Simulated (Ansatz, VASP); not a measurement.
## One calculation of SiC, two programs

Contents of INCAR:

```
SYSTEM = SiC
  PREC = Accurate
  ENCUT = 600
  EDIFF = 1E-6
  ISMEAR = 0
  SIGMA = 0.1
  LREAL = .False.
  LASPH = .True.
  NELM = 120
  ALGO = Normal
  ISIF = 2
  LWAVE = .False.
  LCHARG = .True.
  GGA = PE
  LELF = .True.
  LVHAR = .True.
  NBANDS = 26
  GGA_COMPAT = .False.
```

File KPOINTS:

```
Automatic mesh
0
Gamma
  6 6 2
  0 0 0
```

The input POSCAR:

```
SiC
1.0
    3.0756941497      0.0000000000      0.0000000000
   -1.5378470748      2.6636292679      0.0000000000
    0.0000000000      0.0000000000     10.0706464800
Si C
4 4
Direct
    0.6666666700      0.3333333300      0.9378419800
    0.3333333300      0.6666666700      0.4378419800
    0.0000000000      0.0000000000      0.6878943800
    0.0000000000      0.0000000000      0.1878943800
    0.6666666700      0.3333333300      0.7498025900
    0.3333333300      0.6666666700      0.2498025900
    0.0000000000      0.0000000000      0.5004600500
    0.0000000000      0.0000000000      0.0004600500
```

Input for Ansatz:

```yaml
crystal:
  lattice:
    - [3.0756941497, 0.0, 0.0]
    - [-1.5378470748, 2.6636292679, 0.0]
    - [0.0, 0.0, 10.07064648]
  atoms:
    - { symbol: Si, position: [0.66666667, 0.33333333, 0.93784198] }
    - { symbol: Si, position: [0.33333333, 0.66666667, 0.43784198] }
    - { symbol: Si, position: [0.0, 0.0, 0.68789438] }
    - { symbol: Si, position: [0.0, 0.0, 0.18789438] }
    - { symbol: C, position: [0.66666667, 0.33333333, 0.74980259] }
    - { symbol: C, position: [0.33333333, 0.66666667, 0.24980259] }
    - { symbol: C, position: [0.0, 0.0, 0.50046005] }
    - { symbol: C, position: [0.0, 0.0, 0.00046005] }
basis:
  ecutwfc: 420
kpoints:
  mp_grid: { grid: [6, 6, 2] }
hamiltonian:
  xc: pbe
  pseudopotentials: { kind: paw, azcp: { folder: soft_1 } }
scf:
  occupations: { method: gaussian, width: 0.1 }
output:
  forces: true
  stress: true
  eigenvalues: true
```

Alike in both runs: task single point; functional PBE; k mesh 6 × 6 × 2; occupations gaussian, width 0.1 eV; no spin polarisation.

```csv
,VASP,Ansatz
version,VASP 6.6.1,Ansatz 0.2.0
potentials or method,"VASP PAW PBE potentials, release 64 (Si, C), cutoff 600 eV","scalar-relativistic, plane waves, PAW"
valence electrons in the cell,32,32
```

```csv
,VASP,Ansatz,Ansatz less VASP
gap on the k mesh at the Fermi level (eV),2.22,2.22,+0.001
least direct gap on the mesh (eV),3.35,3.35,+0.004
pressure (GPa),3.7,3.9,+0.20
"traceless stress, the component that is largest in VASP (GPa)",-0.18,-0.18,-0.003
```

With one functional, cell and mesh, what is left measures potentials, basis and numerics.
